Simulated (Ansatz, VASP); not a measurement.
## LiTa4O: VASP beside Ansatz

```xyz
6
Lattice="5.5075 0.0000 0.0000 -2.7537 4.7696 0.0000 0.0000 0.0000 4.4270" Properties=species:S:1:pos:R:3 pbc="T T T"
Li    0.0000    0.0000    0.0000
Ta    2.7537    1.5899    0.0000
Ta    2.7537    0.0443    2.2135
Ta    4.0922    2.3626    2.2135
Ta    1.4153    2.3626    2.2135
O     0.0000    3.1797    0.0000
```

Change from the starting cell: species swapped into the NdGaCo4 type (P-6m2, No. 187).

Alike in both runs: task single point; functional PBE; k mesh 6 × 6 × 4; occupations gaussian, width 0.1 eV; collinear spin.

```csv
,VASP,Ansatz
version,VASP 6.6.1,Ansatz 0.2.0
potentials or method,"VASP PAW PBE potentials, release 64 (Li_sv, Ta_pv, O), cutoff 520 eV","scalar-relativistic, plane waves, PAW"
valence electrons in the cell,53,61
```

|  | VASP | Ansatz | Ansatz less VASP |
| --- | --- | --- | --- |
| gap on the k mesh at the Fermi level (eV) | none | none | - |
| net moment per atom (μB) | 0.00 | 0.00 | 0.000 |

A gap of «none» marks a metal or a gap that the smearing closes. VASP's potentials hold 53 valence electrons a cell and Ansatz's 61, so a difference there can come from the potentials and not from the codes. Ansatz's warnings: seeded moment not kept.

Neither program's run includes spin-orbit coupling. Noted on VASP's run: the cutoff is under 1.25 times that of the potentials, so the pressure is a little rough.
